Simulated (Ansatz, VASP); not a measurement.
**One calculation of Li2S, two programs**

```xyz
3
Lattice="0.0000 2.8273 2.8273 2.8273 0.0000 2.8273 2.8273 2.8273 0.0000" Properties=species:S:1:pos:R:3 pbc="T T T"
Li    1.4137    1.4137    1.4137
Li    4.2410    4.2410    4.2410
S     0.0000    0.0000    0.0000
```

Alike in both runs: task single point; functional PBEsol; k mesh 6 × 6 × 6; no spin polarisation.

|  | VASP | Ansatz |
| --- | --- | --- |
| version | VASP 6.6.1 | Ansatz 0.2.0 |
| potentials or method | VASP PAW PBE potentials, release 64 (Li_sv, S) | PAW with Ansatz's default frozen-core files, scalar-relativistic |
| plane-wave cutoff (eV) | 750 | 420 |
| occupations | gaussian, width 0.01 eV | fixed |
| valence electrons in the cell | 12 | 12 |

```csv
,VASP,Ansatz,Ansatz less VASP
gap on the k mesh at the Fermi level (eV),3.20,3.20,0.000
pressure (GPa),0.0,0.0,+0.05
```

VASP's potentials were made for PBE, not for PBEsol.
